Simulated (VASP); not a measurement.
A run of VASP 6.6.1:

The input INCAR:

```
SYSTEM = Si3N2
ALGO = Normal
EDIFF = 1E-6
EDIFFG = -0.01
ENCUT = 600
GGA = PE
IBRION = 2
ISIF = 3
ISMEAR = 0
LASPH = .TRUE.
LCHARG = .FALSE.
LREAL = .FALSE.
LWAVE = .FALSE.
NELM = 100
NSW = 100
PREC = Accurate
SIGMA = 0.02
```

Contents of KPOINTS:

```
k-points
0
G
  6 6 6
  0 0 0
```

POSCAR

```
Si3N2
1.0
    5.6636206469     -2.6506252174      0.0000000000
    5.6636206469      2.6506252174      0.0000000000
    0.0000000000      0.0000000000      4.6684746623
Si N
6 4
Direct
    0.6470020749      0.9908225089      0.2791590515
    0.0091774911      0.3529979251      0.2791590515
    0.9908225089      0.6470020749      0.7791590515
    0.3529979251      0.0091774911      0.7791590515
    0.3868118608      0.6131881392      0.7062803424
    0.6131881392      0.3868118608      0.2062803424
    0.3374023345      0.0745414074      0.1442007773
    0.9254585926      0.6625976655      0.1442007773
    0.0745414074      0.3374023345      0.6442007773
    0.6625976655      0.9254585926      0.6442007773
```

Potentials or basis: VASP PAW PBE potentials, release 64 (Si, N).

Run with:

```console
$ cat potpaw_PBE.64/Si/POTCAR potpaw_PBE.64/N/POTCAR > POTCAR
$ mpirun -np 1 vasp_std > vasp.out
```

Hardware: 1 thread of AMD EPYC 9R45 96-Core Processor (Zen 5), with other jobs on the host.

Problem. Estimate the wall time of this run.

Solution. Run time: 11 min on 1 thread of AMD EPYC 9R45 96-Core Processor (Zen 5) (shared host), peak memory 0.4 GiB. Counts: scf iterations 53, k points 52, ion steps 11.
